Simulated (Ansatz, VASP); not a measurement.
This is a calculation of CuI for VASP 6.6.1.

File INCAR:

```
PREC     = Accurate       # precision mode
ENCUT    = 520            # plane-wave cutoff, eV
EDIFF    = 1E-6           # SCF threshold, eV
ISMEAR   = -1             # smearing method
SIGMA    = 0.05           # smearing width, eV
LREAL    = F              # projectors in reciprocal space
LASPH    = T              # aspherical terms in the spheres
NELM     = 60             # most SCF steps
ALGO     = Normal         # electronic algorithm
ISIF     = 2              # what is computed and relaxed
LWAVE    = F              # write WAVECAR
LCHARG   = F              # write CHGCAR
GGA      = PE             # functional
IVDW     = 12             # dispersion correction
NBANDS   = 16             # bands
```

KPOINTS

```
regular mesh
0
Gamma
  8 8 8
```

The input POSCAR:

```
CuI
1.0
    0.0000000000      3.0909562712      3.0909562712
    3.0909562712      0.0000000000      3.0909562712
    3.0909562712      3.0909562712      0.0000000000
I Cu
1 1
Direct
    0.0000000000      0.0000000000      0.0000000000
    0.7500000000      0.7500000000      0.7500000000
```

Potentials or basis: VASP PAW PBE potentials, release 64 (I, Cu).

Run with:

```sh
$ cat potpaw_PBE.64/I/POTCAR potpaw_PBE.64/Cu/POTCAR > POTCAR
$ mpirun -np 1 vasp_std > vasp.out
```

Question: Set up the same calculation for Ansatz 0.2.0. Potentials there: Ansatz PAW.

Answer: As run (the cutoff follows the program's own potentials):

Contents of input.yaml:

```yaml
crystal:
  lattice:
    - [0.0, 3.0909562712, 3.0909562712]
    - [3.0909562712, 0.0, 3.0909562712]
    - [3.0909562712, 3.0909562712, 0.0]
  atoms:
    - { symbol: I, position: [0.0, 0.0, 0.0] }
    - { symbol: Cu, position: [0.75, 0.75, 0.75] }
hamiltonian:
  xc: pbe
  pseudopotentials: { kind: paw }
  dispersion: d3bj
kpoints:
  mp_grid: { grid: [8, 8, 8] }
scf:
  occupations: { method: fermi_dirac, width: 0.05 }
output:
  forces: true
  stress: true
  eigenvalues: true
```

Potentials or basis: Ansatz PAW.

The run is started by

```bash
$ ansatz run input.yaml --threads 2 --pin off --max-ram 5120MiB --backend cpu --events-out ev --progress --plain --runs-dir out
```

Both were run:

|  | VASP | Ansatz | Ansatz less VASP |
| --- | --- | --- | --- |
| gap on the k mesh at the Fermi level (eV) | 1.00 | 0.98 | -0.021 |
| least direct gap on the mesh (eV) | 1.00 | 0.98 | -0.021 |
| pressure (GPa) | -3.4 | -3.7 | -0.34 |

VASP's potentials hold 18 valence electrons a cell and Ansatz's 36, so a difference there can come from the potentials and not from the codes.

Neither program's run includes spin-orbit coupling.
